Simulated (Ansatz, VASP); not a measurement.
## One calculation of Cu, two programs

The input INCAR:

```
SYSTEM = Cu
ALGO = Normal ; EDIFF = 1E-6
ENCUT = 600 ; GGA = PE
GGA_COMPAT = .FALSE. ; ISIF = 2
ISMEAR = 0 ; LASPH = .TRUE.
LCHARG = .FALSE. ; LREAL = .FALSE.
LWAVE = .FALSE. ; NBANDS = 12
NELM = 120 ; PREC = Accurate
SIGMA = 0.1
```

The input KPOINTS:

```
k-points
0
G
  8 8 8
  0 0 0
```

Contents of POSCAR:

```
Cu
1.0
   -1.7937377684      1.7937377684      1.7937377684
    1.7937377684     -1.7937377684      1.7937377684
    1.7937377684      1.7937377684     -1.7937377684
Cu
1
Direct
    0.0000000000      0.0000000000      0.0000000000
```

Input for Ansatz:

```yaml
crystal:
  lattice:
    - [-1.7937377684, 1.7937377684, 1.7937377684]
    - [1.7937377684, -1.7937377684, 1.7937377684]
    - [1.7937377684, 1.7937377684, -1.7937377684]
  atoms:
    - { symbol: Cu, position: [0.0, 0.0, 0.0] }
basis:
  ecutwfc: 420
kpoints:
  mp_grid: { grid: [8, 8, 8] }
hamiltonian:
  xc: pbe
scf:
  occupations: { method: gaussian, width: 0.1 }
output:
  forces: true
  stress: true
  eigenvalues: true
```

Alike in both runs: task single point; functional PBE; k mesh 8 × 8 × 8; occupations gaussian, width 0.1 eV; no spin polarisation.

|  | VASP | Ansatz |
| --- | --- | --- |
| version | VASP 6.6.1 | Ansatz 0.2.0 |
| potentials or method | VASP PAW PBE potentials, release 64 (Cu), cutoff 600 eV | scalar-relativistic, plane waves, PAW |
| valence electrons in the cell | 11 | 19 |

|  | VASP | Ansatz | Ansatz less VASP |
| --- | --- | --- | --- |
| gap on the k mesh at the Fermi level (eV) | none | none | - |
| pressure (GPa) | -16.5 | -16.6 | -0.18 |

A gap of «none» marks a metal or a gap that the smearing closes. The functional is the same, so the differences come from potentials, cutoffs and numerics. VASP's potentials hold 11 valence electrons a cell and Ansatz's 19, so a difference there can come from the potentials and not from the codes.
